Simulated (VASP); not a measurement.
# Cs2AgBiBr6 (Fm-3m) in VASP: relaxation of cell and atoms with LDA

Aim: the relaxation of cell and atoms of Cs2AgBiBr6 with LDA.

All numbers are computed with VASP 6.6.1; they aren't measurements. Logs are shortened: lines on timing, memory, paths and dates and some standing lists are left out, and cuts for length are marked.

### 1 The cell of the first run

Symmetry: Fm-3m, No. 225, cubic system. Conventional cell: a = 11.484 Å, b = 11.484 Å, c = 11.484 Å, α = 90.00°, β = 90.00°, γ = 90.00°. Within 5.3 Å of Cs (site symmetry -43m) lie 12 Br at 4.06 Å and 4 Ag at 4.97 Å and 4 Bi at 4.97 Å. Within 3.8 Å of Ag (site symmetry m-3m) lie 6 Br at 2.86 Å. Bi (site symmetry m-3m) has 6 Br at 2.89 Å within 3.8 Å. Br (site symmetry 4mm) has 1 Ag at 2.86 Å and 1 Bi at 2.89 Å within 3.8 Å.

### 2 Relaxation of cell and atoms, LDA

The input, INCAR:

```
ALGO = Normal
EDIFF = 1E-6
EDIFFG = -0.005
ENCUT = 600
GGA = CA
IBRION = 2
ISIF = 3
ISMEAR = -1
LASPH = True
LCHARG = False
LREAL = False
LWAVE = False
NELM = 80
NSW = 80
PREC = Accurate
SIGMA = 0.02
```

The input, KPOINTS:

```
k-points
0
Gamma
  4 4 4
```

The input, POSCAR:

```
Cs2AgBiBr6
1.0
    0.0000000000      5.7420104611      5.7420104611
    5.7420104611      0.0000000000      5.7420104611
    5.7420104611      5.7420104611      0.0000000000
Cs Ag Bi Br
2 1 1 6
Direct
    0.2500000000      0.2500000000      0.2500000000
    0.7500000000      0.7500000000      0.7500000000
    0.5000000000      0.5000000000      0.5000000000
    0.0000000000      0.0000000000      0.0000000000
    0.2513065113      0.7486934887      0.2513065113
    0.2513065113      0.7486934887      0.7486934887
    0.7486934887      0.2513065113      0.7486934887
    0.7486934887      0.2513065113      0.2513065113
    0.2513065113      0.2513065113      0.7486934887
    0.7486934887      0.7486934887      0.2513065113
```

Potentials or basis: VASP PAW LDA potentials, release 64 (Cs_sv, Ag, Bi_d, Br).

Command:

```sh
$ cat potpaw_LDA.64/Cs_sv/POTCAR potpaw_LDA.64/Ag/POTCAR potpaw_LDA.64/Bi_d/POTCAR potpaw_LDA.64/Br/POTCAR > POTCAR
$ mpirun -np 1 vasp_std > vasp.out
```

OUTCAR:

```text
EDIFF = 1E-6
   EDIFFG = -0.005
   ENCUT = 600
   GGA = CA
   IBRION = 2
   ISIF = 3
   ISMEAR = -1
   LASPH = True
   LREAL = False
   NELM = 80
   NSW = 80
   PREC = Accurate

 ion  position               nearest neighbor table
   1  0.250  0.250  0.250-
   2  0.750  0.750  0.750-
   3  0.500  0.500  0.500-   5 2.86   6 2.86   7 2.86   8 2.86   9 2.86  10 2.86
   4  0.000  0.000  0.000-   5 2.89   6 2.89   7 2.89   8 2.89   9 2.89  10 2.89
   5  0.251  0.749  0.251-   3 2.86   4 2.89
   6  0.251  0.749  0.749-   3 2.86   4 2.89
   7  0.749  0.251  0.749-   3 2.86   4 2.89
   8  0.749  0.251  0.251-   3 2.86   4 2.89
   9  0.251  0.251  0.749-   3 2.86   4 2.89
  10  0.749  0.749  0.251-   3 2.86   4 2.89

  LATTYP: Found a face centered cubic cell.
 ALAT       =    11.4840209222

  Lattice vectors:

 A1 = (   0.0000000000,   5.7420104611,   5.7420104611)
 A2 = (   5.7420104611,   0.0000000000,   5.7420104611)
 A3 = (   5.7420104611,   5.7420104611,   0.0000000000)

Analysis of symmetry for initial positions (statically):
=====================================================================
 Subroutine PRICEL returns:
 Original cell was already a primitive cell.

 Routine SETGRP: Setting up the symmetry group for a
 face centered cubic supercell.

 Subroutine GETGRP returns: Found 48 space group operations
 (whereof 48 operations were pure point group operations)
 out of a pool of 48 trial point group operations.

The static configuration has the point symmetry O_h .

Analysis of symmetry for dynamics (positions and initial velocities):
=====================================================================
 Subroutine PRICEL returns:
 Original cell was already a primitive cell.

 Routine SETGRP: Setting up the symmetry group for a
 face centered cubic supercell.

 Subroutine GETGRP returns: Found 48 space group operations
 (whereof 48 operations were pure point group operations)
 out of a pool of 48 trial point group operations.

The dynamic configuration has the point symmetry O_h .

 Subroutine INISYM returns: Found 48 space group operations
 (whereof 48 operations are pure point group operations),
 and found     1 'primitive' translations

----------------------------------------------------------------------------------------

                                     Primitive cell

  volume of cell :     378.6360

  direct lattice vectors                    reciprocal lattice vectors
     0.000000000  5.742010461  5.742010461    -0.087077515  0.087077515  0.087077515
     5.742010461  0.000000000  5.742010461     0.087077515 -0.087077515  0.087077515
     5.742010461  5.742010461  0.000000000     0.087077515  0.087077515 -0.087077515

  length of vectors
     8.120429069  8.120429069  8.120429069     0.150822680  0.150822680  0.150822680

  position of ions in fractional coordinates (direct lattice)
     0.250000000  0.250000000  0.250000000
     0.750000000  0.750000000  0.750000000
     0.500000000  0.500000000  0.500000000
     0.000000000  0.000000000  0.000000000
     0.251306511  0.748693489  0.251306511
     0.251306511  0.748693489  0.748693489
     0.748693489  0.251306511  0.748693489
     0.748693489  0.251306511  0.251306511
     0.251306511  0.251306511  0.748693489
     0.748693489  0.748693489  0.251306511

  ion indices of the primitive-cell ions
   primitive index   ion index
                 1           1
                 2           2
                 3           3
                 4           4
                 5           5
                 6           6
                 7           7
                 8           8
                 9           9
                10          10

----------------------------------------------------------------------------------------

 KPOINTS: k-points

Automatic generation of k-mesh.
 Grid dimensions read from file:
 generate k-points for:    4    4    4

 Generating k-lattice:

  Cartesian coordinates                     Fractional coordinates (reciprocal lattice)
    -0.021769379  0.021769379  0.021769379     0.250000000  0.000000000  0.000000000
     0.021769379 -0.021769379  0.021769379     0.000000000  0.250000000  0.000000000
     0.021769379  0.021769379 -0.021769379     0.000000000  0.000000000  0.250000000

  Length of vectors
     0.037705670  0.037705670  0.037705670

  Shift w.r.t. Gamma in fractional coordinates (k-lattice)
     0.000000000  0.000000000  0.000000000

 Subroutine IBZKPT returns following result:
 ===========================================

 Found      8 irreducible k-points:

 Following reciprocal coordinates:
            Coordinates               Weight
  0.000000  0.000000  0.000000      1.000000
  0.250000  0.000000  0.000000      8.000000
  0.500000  0.000000  0.000000      4.000000
  0.250000  0.250000  0.000000      6.000000
  0.500000  0.250000  0.000000     24.000000
 -0.250000  0.250000  0.000000     12.000000
  0.500000  0.500000  0.000000      3.000000
 -0.250000  0.500000  0.250000      6.000000
   k-points           NKPTS =      8   k-points in BZ     NKDIM =      8   number of bands    NBANDS=     51
   number of dos      NEDOS =    301   number of ions     NIONS =     10
   total plane-waves  NPLWV = 343000
   dimension x,y,z NGX =    70 NGY =   70 NGZ =   70
   dimension x,y,z NGXF=   140 NGYF=  140 NGZF=  140
   ions per type =               2   1   1   6
   NGX,Y,Z   is equivalent  to a cutoff of  14.33, 14.33, 14.33 a.u.
   NGXF,Y,Z  is equivalent  to a cutoff of  28.66, 28.66, 28.66 a.u.
 SYSTEM =  unknown system
   PREC   = accura    normal or accurate (medium, high low for compatibility)
   ISTART =      0    job   : 0-new  1-cont  2-samecut
   ICHARG =      2    charge: 1-file 2-atom 10-const
   ISPIN  =      1    spin polarized calculation?
   LNONCOLLINEAR =      F non collinear calculations
   LSORBIT =      F    spin-orbit coupling
   LASPH  =      T    aspherical Exc in radial PAW
   ENCUT  =  600.0 eV  44.10 Ry    6.64 a.u.  16.22 16.22 16.22*2*pi/ulx,y,z
   NELM   =     80;   NELMIN=  2; NELMDL= -5     # of ELM steps
   EDIFF  = 0.1E-05   stopping-criterion for ELM
   LREAL  =      F    real-space projection
   EDIFFG = -.5E-02   stopping-criterion for IOM
   NSW    =     80    number of steps for IOM
   IBRION =      2    ionic relax: 0-MD 1-quasi-New 2-CG
   NFREE  =      1    steps in history (QN), initial steepest desc. (CG)
   ISIF   =      3    stress and relaxation
   ISYM   =      2    0-nonsym 1-usesym 2-fastsym
   POTIM  = 0.5000    time-step for ionic-motion
   TEBEG  =    0.0;   TEEND  =   0.0 temperature during run
   PSTRESS=    0.0 pullay stress
   NELECT =      86.0000    total number of electrons
   NUPDOWN=      -1.0000    fix difference up-down
   EMIN   =  10.00;   EMAX   =-10.00  energy-range for DOS
   EFERMI =   0.00;   METHOD = LEGACY
   ISMEAR =    -1;   SIGMA  =   0.02  broadening in eV -4-tet -1-fermi 0-gaus
   EFERMI_NEDOS =   21; number of points for ismear=-14 and -15
   IALGO  =     38    algorithm
   IMIX   =      4    mixing-type and parameters
     AMIX     =   0.40;   BMIX     =  1.00
     AMIX_MAG =   1.60;   BMIX_MAG =  1.00
  volume/ion in A,a.u.               =      37.86       255.52
  Fermi-wavevector in a.u.,A,eV,Ry     =   0.998850  1.887553 13.574555  0.997702
  Thomas-Fermi vector in A             =   2.131101
   LORBIT       =      0    0 simple, 1 ext, 2 COOP (PROOUT), +10 PAW based schemes
   GGA     = CA    functional components
   LHFCALC =     F    Hartree Fock is set to
   AEXX    =    0.0000 exact exchange contribution
   IVDW    =     0    specifies the selected vdW correction
   LEPSILON=     F    determine dielectric tensor
   LRPA    =     F    only Hartree local field effects (RPA)
 conjugate gradient relaxation of ions
 non-spin polarized calculation
  energy-cutoff  :      600.00
  volume of cell :      378.64
 maximum number of plane-waves:     12686
 NGX is ok and might be reduce to    70
   NGX = 33   NGY = 33   NGZ = 33

--------------------------------------- Ionic step        1  -------------------------------------------

 number of electron      85.9999999 magnetization

 Free energy of the ion-electron system (eV)
  ---------------------------------------------------
  ext. energy  EPLUGINS =         0.00000000
  ---------------------------------------------------
  free energy    TOTEN  =       -33.84891126 eV

  energy without entropy =      -33.84891126  energy(sigma->0) =      -33.84891126

------------------------ aborting loop because EDIFF is reached ----------------------------------------

  FORCE on cell =-STRESS in cart. coord.  units (eV):
  Direction    XX          YY          ZZ          XY          YZ          ZX
  --------------------------------------------------------------------------------------
  -------------------------------------------------------------------------------------
  Total       -6.8424079     -6.8424079     -6.8424079      0.0000000      0.0000000      0.0000000
  in kB      -28.9532694    -28.9532694    -28.9532694      0.0000000      0.0000000      0.0000000
  external PRESSURE =     -28.9532694 kB  Pullay stress =       0.0000000 kB
[... 293 lines left out ...]
  energy  without entropy=      -34.3337629687  energy(sigma->0) =      -34.33376297

--------------------------------------- Ionic step        8  -------------------------------------------

 number of electron      85.9999997 magnetization

 Free energy of the ion-electron system (eV)
  ---------------------------------------------------
  ext. energy  EPLUGINS =         0.00000000
  ---------------------------------------------------
  free energy    TOTEN  =       -34.33380750 eV

  energy without entropy =      -34.33380750  energy(sigma->0) =      -34.33380750

 E-fermi :   2.4709     XC(G=0):  -8.8348

 val. band max:        1.9621060023   @ k =   0.5000   0.5000   0.0000
 cond. band min:       2.9135840462   @ k =   0.5000   0.0000   0.0000
 fundamental gap:      0.9514780439
 Fermi energy:         2.4708547512

 k-point     1 :       0.0000    0.0000    0.0000
  band No.  band energies     occupation
      1     -21.2731      2.00000
      2     -21.2731      2.00000
      3     -21.2209      2.00000
      4     -21.2209      2.00000
      5     -21.2209      2.00000
      6     -18.8984      2.00000
[... 458 lines left out ...]
  FREE ENERGIE OF THE ION-ELECTRON SYSTEM (eV)
  ---------------------------------------------------
  free  energy   TOTEN  =       -34.3338074962 eV

  energy  without entropy=      -34.3338074962  energy(sigma->0) =      -34.33380750

 reached required accuracy - stopping structural energy minimisation
```

Wall time 43 min (1 thread of Intel Xeon 8259CL, shared host); peak memory 0.67 GiB.

What came out:

```
Free energy                           : -34.3338 eV
Relaxed volume                        : 33.32 Å³/atom
Relaxed cell                          : a = 7.782 Å, b = 7.782 Å, c = 7.782 Å, α = 60.00°, β = 60.00°, γ = 60.00°
Space group after relaxing (to 0.1 Å) : Fm-3m (No. 225)
Energy gained by relaxing             : 48.5 meV/atom
Ionic steps                           : 8
Pressure after relaxing               : 0.0 GPa
Band gap on the k mesh                : 0.95 eV (least direct gap 2.28 eV)
```

Forces in eV/Å, atoms in the order of the input:
```
Cs   0.000  0.000  0.000
Cs   0.000  0.000  0.000
Ag   0.000  0.000  0.000
Bi   0.000  0.000  0.000
Br   0.000  0.002  0.000
Br  -0.002  0.000  0.000
Br   0.000 -0.002  0.000
Br   0.002  0.000  0.000
Br   0.000  0.000  0.002
Br   0.000  0.000 -0.002
```

Step by step:
| step | energy change (eV) | largest force (eV/Å) | pressure (GPa) | volume (Å³) |
| --- | --- | --- | --- | --- |
| 1 | 0.0000 | 0.0588 | -2.90 | 378.64 |
| 2 | -0.4201 | 0.3591 | -0.53 | 342.36 |
| 3 | -0.4310 | 0.4158 | 0.02 | 336.50 |
| 4 | -0.4706 | 0.2192 | 0.03 | 334.32 |
| 5 | -0.4844 | 0.0011 | 0.12 | 331.97 |
| 6 | -0.4845 | 0.0124 | 0.12 | 332.11 |
| 7 | -0.4849 | 0.0013 | -0.04 | 333.61 |
| 8 | -0.4849 | 0.0021 | 0.00 | 333.25 |

Final structure:
```
Cs Ag Bi Br
1.0
     0.00000    5.50273    5.50273
     5.50273    0.00000    5.50273
     5.50273    5.50273    0.00000
Cs Ag Bi Br
2 1 1 6
Direct
  0.25000 0.25000 0.25000
  0.75000 0.75000 0.75000
  0.50000 0.50000 0.50000
  0.00000 0.00000 0.00000
  0.25546 0.74454 0.25546
  0.25546 0.74454 0.74454
  0.74454 0.25546 0.74454
  0.74454 0.25546 0.25546
  0.25546 0.25546 0.74454
  0.74454 0.74454 0.25546
```

Levels at points of the mesh, in eV from the valence-band top:
| k point | band 41 | band 42 | band 43 | band 44 | band 45 | band 46 |
| --- | --- | --- | --- | --- | --- | --- |
| (0.00, 0.00, 0.00) | -1.41 | -0.69 | -0.69 | 1.88 | 1.88 | 1.88 |
| (0.50, 0.00, 0.00) | -1.71 | -1.40 | -1.40 | 0.95 | 3.51 | 3.51 |
| (0.50, 0.50, 0.00) | -1.43 | -0.70 | 0.00 | 2.46 | 2.46 | 2.87 |

Caveat: spin-orbit coupling is left out, which moves the levels of the heavy elements.
